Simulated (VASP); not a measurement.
Crystal: Pd.

```xyz
1
Lattice="0.0000 1.9554 1.9554 1.9554 0.0000 1.9554 1.9554 1.9554 0.0000" Properties=species:S:1:pos:R:3 pbc="T T T"
Pd    0.0000    0.0000    0.0000
```

Base run:

| Item | Value |
| --- | --- |
| Program | VASP 6.6.1 |
| Functional | r2SCAN |
| Potentials or basis | VASP PAW PBE potentials, release 64 (Pd) |
| Cutoff | 520 eV |
| k mesh | 16 × 16 × 16 |
| Occupations | methfessel-paxton, width 0.05 eV |
| Spin | no spin polarisation |

Its results: band gap on the k mesh zero (band 5 reaches 9.69 eV, above the bottom of band 6 at 8.05 eV); pressure 0.2 GPa.

Q: The run is repeated on the same cell with these changes: occupations from methfessel-paxton, width 0.05 eV to fermi-dirac, width 0.1 eV. What comes out?

A: Band gap on the k mesh zero (band 5 reaches 9.69 eV, above the bottom of band 6 at 8.05 eV); pressure 0.7 GPa.

Caveats: the PAW data sets were made with another functional, which shifts forces and pressure a little.
